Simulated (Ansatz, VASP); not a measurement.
## One calculation of FeSi3Ni, two programs

```
Fe Si Ni
1.0
     4.03098    0.00000    0.00000
     0.00000    4.03098    0.00000
     0.00000    0.00000    4.03098
Fe Si Ni
1 3 1
Cartesian
  0.0000 0.0000 0.0000
  0.0000 2.0155 2.0155
  2.0155 0.0000 2.0155
  2.0155 2.0155 0.0000
  2.0155 2.0155 2.0155
```

Change from the starting cell: species swapped into the HoBRh3 type (Pm-3m, No. 221).

Alike in both runs: task single point; functional PBE; k mesh 4 × 4 × 4; occupations gaussian, width 0.1 eV; collinear spin.

```csv
,VASP,Ansatz
version,VASP 6.6.1,Ansatz 0.2.0
potentials or method,"VASP PAW PBE potentials, release 64 (Fe, Si, Ni), cutoff 520 eV","scalar-relativistic, plane waves, PAW"
valence electrons in the cell,30,46
```

```tsv
	VASP	Ansatz	Ansatz less VASP
gap on the k mesh at the Fermi level (eV)	none	none	-
net moment per atom (μB)	0.52	0.53	+0.007
size of the moment on the site where the two differ most (μB)	2.54	2.59	+0.054
```

Site moments also hang on the region over which each program counts them. A gap of «none» marks a metal or a gap that the smearing closes. VASP's potentials hold 30 valence electrons a cell and Ansatz's 46, so a difference there can come from the potentials and not from the codes.

The k mesh is coarse, so the values compare programs but aren't converged.
